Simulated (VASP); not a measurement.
# Te (P6_3/mmc) in VASP: notebook

Te is run at these levels: PBE; tasks: relaxation of cell and atoms.

Everything below comes from runs of VASP 6.6.1. Logs are shortened: lines on timing, memory, paths and dates and some standing lists are left out, and cuts for length are marked.

**1. The cell of the first run**

The structure is hexagonal, space group P6_3/mmc (No. 194). The conventional cell has a = 3.221 Å, b = 3.221 Å, c = 5.218 Å, α = 90.00°, β = 90.00°, γ = 120.00°. Te (site symmetry -6m2) has 12 Te at 3.20 to 3.22 Å within 4.2 Å.

This isn't the form of Te at room conditions, which is trigonal, of chains.

**2. Relaxation of cell and atoms, PBE, target pressure 17 GPa, at which the enthalpy is minimised**

Input file INCAR:

```
ALGO = Normal
EDIFF = 1E-6
EDIFFG = -0.005
ENCUT = 600
GGA = PE
IBRION = 2
ISIF = 3
ISMEAR = -1
LASPH = True
LCHARG = False
LREAL = False
LWAVE = False
NELM = 100
NSW = 60
PREC = Accurate
PSTRESS = 170.0
SIGMA = 0.05
```

Input file KPOINTS:

```
k-points
0
Gamma
  14 14 8
```

Input file POSCAR:

```
Te
1.0
    3.2206930771      0.0000000000      0.0000000000
   -1.6103465385      2.7892020226      0.0000000000
    0.0000000000      0.0000000000      5.2175227849
Te
2
Direct
    0.3333333333      0.6666666667      0.2500000000
    0.6666666667      0.3333333333      0.7500000000
```

Potentials or basis: VASP PAW PBE potentials, release 64 (Te).

Started as:

```console
> cat potpaw_PBE.64/Te/POTCAR > POTCAR
> mpirun -np 1 vasp_std > vasp.out
```

OUTCAR:

```text
EDIFF = 1E-6
   EDIFFG = -0.005
   ENCUT = 600
   GGA = PE
   IBRION = 2
   ISIF = 3
   ISMEAR = -1
   LASPH = True
   LREAL = False
   NELM = 100
   NSW = 60
   PREC = Accurate
   PSTRESS = 170.0

 ion  position               nearest neighbor table
   1  0.333  0.667  0.250-   2 3.20   2 3.20   2 3.20   2 3.20   2 3.20   2 3.20
   2  0.667  0.333  0.750-   1 3.20   1 3.20   1 3.20   1 3.20   1 3.20   1 3.20

  LATTYP: Found a hexagonal cell.
 ALAT       =     3.2206930771
 C/A-ratio  =     1.6200000000

  Lattice vectors:

 A1 = (   3.2206930771,   0.0000000000,   0.0000000000)
 A2 = (  -1.6103465385,   2.7892020226,   0.0000000000)
 A3 = (   0.0000000000,   0.0000000000,   5.2175227849)

Analysis of symmetry for initial positions (statically):
=====================================================================
 Subroutine PRICEL returns:
 Original cell was already a primitive cell.

 Routine SETGRP: Setting up the symmetry group for a
 hexagonal supercell.

 Subroutine GETGRP returns: Found 24 space group operations
 (whereof 12 operations were pure point group operations)
 out of a pool of 24 trial point group operations.

The static configuration has the point symmetry D_3d.
 The point group associated with its full space group is D_6h.

Analysis of symmetry for dynamics (positions and initial velocities):
=====================================================================
 Subroutine PRICEL returns:
 Original cell was already a primitive cell.

 Routine SETGRP: Setting up the symmetry group for a
 hexagonal supercell.

 Subroutine GETGRP returns: Found 24 space group operations
 (whereof 12 operations were pure point group operations)
 out of a pool of 24 trial point group operations.

The dynamic configuration has the point symmetry D_3d.
 The point group associated with its full space group is D_6h.

 Subroutine INISYM returns: Found 24 space group operations
 (whereof 12 operations are pure point group operations),
 and found     1 'primitive' translations

----------------------------------------------------------------------------------------

                                     Primitive cell

  volume of cell :      46.8699

  direct lattice vectors                    reciprocal lattice vectors
[... 105 lines left out ...]
   IMIX   =      4    mixing-type and parameters
     AMIX     =   0.40;   BMIX     =  1.00
     AMIX_MAG =   1.60;   BMIX_MAG =  1.00
  volume/ion in A,a.u.               =      23.43       158.15
  Fermi-wavevector in a.u.,A,eV,Ry     =   1.039531  1.964428 14.702786  1.080624
  Thomas-Fermi vector in A             =   2.174065
   LORBIT       =      0    0 simple, 1 ext, 2 COOP (PROOUT), +10 PAW based schemes
   GGA     = PE    functional components
   LHFCALC =     F    Hartree Fock is set to
   AEXX    =    0.0000 exact exchange contribution
   IVDW    =     0    specifies the selected vdW correction
   LEPSILON=     F    determine dielectric tensor
   LRPA    =     F    only Hartree local field effects (RPA)
 conjugate gradient relaxation of ions
 non-spin polarized calculation
  energy-cutoff  :      600.00
  volume of cell :       46.87
 maximum number of plane-waves:      1587
 NGX is ok and might be reduce to    28
   NGX = 13   NGY = 13   NGZ = 21

--------------------------------------- Ionic step        1  -------------------------------------------

 number of electron      11.9999999 magnetization

 Free energy of the ion-electron system (eV)
  ---------------------------------------------------
  ext. energy  EPLUGINS =         0.00000000
  ---------------------------------------------------
  free energy    TOTEN  =        -5.06790531 eV

  energy without entropy =       -5.05832543  energy(sigma->0) =       -5.06311537

------------------------ aborting loop because EDIFF is reached ----------------------------------------

  FORCE on cell =-STRESS in cart. coord.  units (eV):
  Direction    XX          YY          ZZ          XY          YZ          ZX
  --------------------------------------------------------------------------------------
  -------------------------------------------------------------------------------------
  Total        5.3816138      5.3816138      3.4558583      0.0000000     -0.0000000     -0.0000000
  in kB      183.9625604    183.9625604    118.1334387      0.0000000     -0.0000000     -0.0000000
  external PRESSURE =      -7.9804802 kB  Pullay stress =     170.0000000 kB
[... 97 lines left out ...]
  energy  without entropy=       -4.5997954142  energy(sigma->0) =       -4.60368978

  enthalpy is  TOTEN    =        -0.0212888254 eV   P V=        4.5862953171

[... ionic steps 4 to 9 ...]

--------------------------------------- Ionic step       10  -------------------------------------------

 number of electron      12.0000001 magnetization

------------------------ aborting loop because EDIFF is reached ----------------------------------------
[... 71 lines left out ...]
--------------------------------------- Ionic step       12  -------------------------------------------

 number of electron      12.0000000 magnetization

 Free energy of the ion-electron system (eV)
  ---------------------------------------------------
  ext. energy  EPLUGINS =         0.00000000
  ---------------------------------------------------
  free energy    TOTEN  =        -5.26317141 eV

  energy without entropy =       -5.25417304  energy(sigma->0) =       -5.25867223

 E-fermi :  10.5726     XC(G=0): -10.8714

 val. band max:       10.5664439622   @ k =   0.2857   0.2857   0.1250
 cond. band min:      10.5748074544   @ k =   0.2857   0.1429   0.0000
 fundamental gap:      0.0083634922
 Fermi energy:        10.5725674060

 k-point     1 :       0.0000    0.0000    0.0000
  band No.  band energies     occupation
      1      -5.0352      2.00000
      2       0.8744      2.00000
      3       3.5197      2.00000
      4      10.5846      0.88028
      5      10.5846      0.88028
      6      13.1564      0.00000
      7      13.1564      0.00000
      8      15.1986      0.00000
      9      16.0596      0.00000
     10      18.0347      0.00000
[... 287 lines left out ...]
 k-point    24 :       0.3571    0.2857    0.0000
  band No.  band energies     occupation
      1      -1.1136      2.00000
      2      -0.5347      2.00000
      3       4.2511      2.00000
      4       7.6255      2.00000
      5       7.7074      2.00000
      6       8.1014      2.00000
      7       8.4605      2.00000
      8       9.8732      2.00000
      9      14.0877      0.00000
     10      18.7563      0.00000

 [... further k-points ...]
[... 5 lines left out ...]
  --------------------------------------------------------------------------------------
  -------------------------------------------------------------------------------------
  Total        5.0462082      5.0462082      5.0450041      0.0000000      0.0000000      0.0000000
  in kB      169.9939763    169.9939763    169.9534139      0.0000000      0.0000000      0.0000000
  external PRESSURE =      -0.0195445 kB  Pullay stress =     170.0000000 kB
[... 21 lines left out ...]
  energy  without entropy=       -5.2541730416  energy(sigma->0) =       -5.25867223

  enthalpy is  TOTEN    =        -0.2167844226 eV   P V=        5.0463869865

 reached required accuracy - stopping structural energy minimisation
```

Run time: 8.9 min. Hardware: 1 thread of Intel Xeon 8259CL, shared host; peak memory 0.23 GiB.

What came out:

```
Free energy                                                : -5.2632 eV
Relaxed volume                                             : 23.78 Å³/atom
Relaxed cell                                               : a = 3.442 Å, b = 3.442 Å, c = 4.636 Å, α = 90.00°, β = 90.00°, γ = 120.00°
Space group after relaxing (to 0.1 Å)                      : P6_3/mmc (No. 194)
Energy change on relaxing (the run minimises the enthalpy) : -97.6 meV/atom
Ionic steps                                                : 12
Pressure after relaxing                                    : 17.0 GPa
Band gap on the k mesh                                     : zero (bands 6 and 7 overlap by 4.70 eV)
```

Step by step:
```
step  energy change (eV)  largest force (eV/Å)  pressure (GPa)  volume (Å³)
   1              0.0000                0.0000           16.20        46.87
   2              0.0315                0.0000           18.43        46.05
   3              0.4603                0.0000           32.14        43.22
   4              0.0880                0.0000           21.14        45.31
   5             -0.0068                0.0000           19.50        46.00
   6             -0.2375                0.0000           15.97        47.97
   7             -0.2095                0.0000           16.37        47.70
   8             -0.2144                0.0000           16.30        47.75
   9             -0.2058                0.0000           16.80        47.66
  10             -0.2056                0.0000           16.81        47.66
  11             -0.1985                0.0000           16.94        47.59
  12             -0.1953                0.0000           17.00        47.56
```

Final structure:
```
CELL_PARAMETERS angstrom
3.44179 0.00000 0.00000
-1.72089 2.98068 0.00000
0.00000 0.00000 4.63600
ATOMIC_POSITIONS crystal
Te 0.33333 0.66667 0.25000
Te 0.66667 0.33333 0.75000
```

Levels at points of the mesh, in eV from the Fermi level:
```csv
k point,band 4,band 5,band 6,band 7,band 8,band 9
"(0.00, 0.00, 0.00)",0.01,0.01,2.58,2.58,4.63,5.49
"(0.50, 0.00, 0.00)",-3.94,-2.97,-2.64,-1.42,2.62,2.66
"(0.00, 0.00, 0.50)",-0.13,1.30,1.30,1.30,1.30,6.59
"(0.50, 0.00, 0.50)",-7.07,-0.80,-0.80,1.23,1.23,5.79
```

Caveat: the cell is relaxed towards a set pressure, so the run minimises the enthalpy, not the energy; spin-orbit coupling is left out, which moves the levels of the heavy elements.

**3. Relaxation of cell and atoms, PBE, target pressure 17 GPa, at which the enthalpy is minimised**

This run uses another cell than the first one, of 23.81 Å³/atom.

Input file INCAR:

```
ALGO     = Normal         # electronic algorithm
EDIFF    = 1E-6           # SCF threshold, eV
EDIFFG   = -0.005         # ionic threshold
ENCUT    = 600            # plane-wave cutoff, eV
GGA      = PE             # functional
IBRION   = 2              # ionic algorithm
ISIF     = 3              # what is computed and relaxed
ISMEAR   = -1             # smearing method
LASPH    = True           # aspherical terms in the spheres
LCHARG   = False          # write CHGCAR
LREAL    = False          # projectors in reciprocal space
LWAVE    = False          # write WAVECAR
NELM     = 100            # most SCF steps
NSW      = 32             # ionic steps
PREC     = Accurate       # precision mode
PSTRESS  = 170.0        
SIGMA    = 0.05           # smearing width, eV
```

KPOINTS is that of step 2.

Input file POSCAR:

```
Te
1.0
    3.4447090098      0.0000000000      0.0000000000
   -1.7223545049      2.9832055111      0.0000000000
    0.0000000000      0.0000000000      4.6333231209
Te
2
Direct
    0.3333333333      0.6666666667      0.2500000000
    0.6666666667      0.3333333333      0.7500000000
```

Potentials or basis: VASP PAW PBE potentials, release 64 (Te).

Started as:

```console
> cat potpaw_PBE.64/Te/POTCAR > POTCAR
> mpirun -np 1 vasp_std > vasp.out
```

Wall time 3.3 min (1 thread of Intel Xeon 8259CL, shared host); peak memory 0.23 GiB.

It converged, with:

```
Free energy                                                : -5.2644 eV
Relaxed volume                                             : 23.79 Å³/atom
Relaxed cell                                               : a = 3.443 Å, b = 3.443 Å, c = 4.634 Å, α = 90.00°, β = 90.00°, γ = 120.00°
Space group after relaxing (to 0.1 Å)                      : P6_3/mmc (No. 194)
Energy change on relaxing (the run minimises the enthalpy) : +2.3 meV/atom
Ionic steps                                                : 7
Pressure after relaxing                                    : 17.0 GPa
Band gap on the k mesh                                     : zero (bands 6 and 7 overlap by 4.69 eV)
```

The path:
| step | energy change (eV) | largest force (eV/Å) | pressure (GPa) | volume (Å³) |
| --- | --- | --- | --- | --- |
| 1 | 0.0000 | 0.0000 | 16.90 | 47.61 |
| 2 | 0.0107 | 0.0000 | 17.15 | 47.51 |
| 3 | 0.0046 | 0.0000 | 17.02 | 47.57 |
| 4 | 0.0042 | 0.0000 | 17.01 | 47.57 |
| 5 | 0.0040 | 0.0000 | 17.00 | 47.58 |
| 6 | 0.0041 | 0.0000 | 17.00 | 47.57 |
| 7 | 0.0045 | 0.0000 | 17.00 | 47.57 |

Final structure:
```
Te
1.0
     3.44299    0.00000    0.00000
    -1.72150    2.98172    0.00000
     0.00000    0.00000    4.63377
Te
2
Direct
  0.33333 0.66667 0.25000
  0.66667 0.33333 0.75000
```

Levels at points of the mesh, in eV from the Fermi level:
```tsv
k point	band 2	band 3	band 4	band 5	band 6	band 7	band 8	band 9	band 10
(0.00, 0.00, 0.00)	-9.69	-7.05	0.00	0.00	2.58	2.58	4.62	5.49	7.46
(0.50, 0.00, 0.00)	-10.82	-5.07	-3.94	-2.96	-2.65	-1.42	2.62	2.65	6.97
(0.00, 0.00, 0.50)	-13.84	-0.12	-0.12	1.29	1.29	1.29	1.29	6.59	6.59
(0.50, 0.00, 0.50)	-11.33	-7.07	-7.07	-0.81	-0.81	1.23	1.23	5.80	5.80
```

Caveat: the cell is relaxed towards a set pressure, so the run minimises the enthalpy, not the energy; spin-orbit coupling is left out, which moves the levels of the heavy elements.
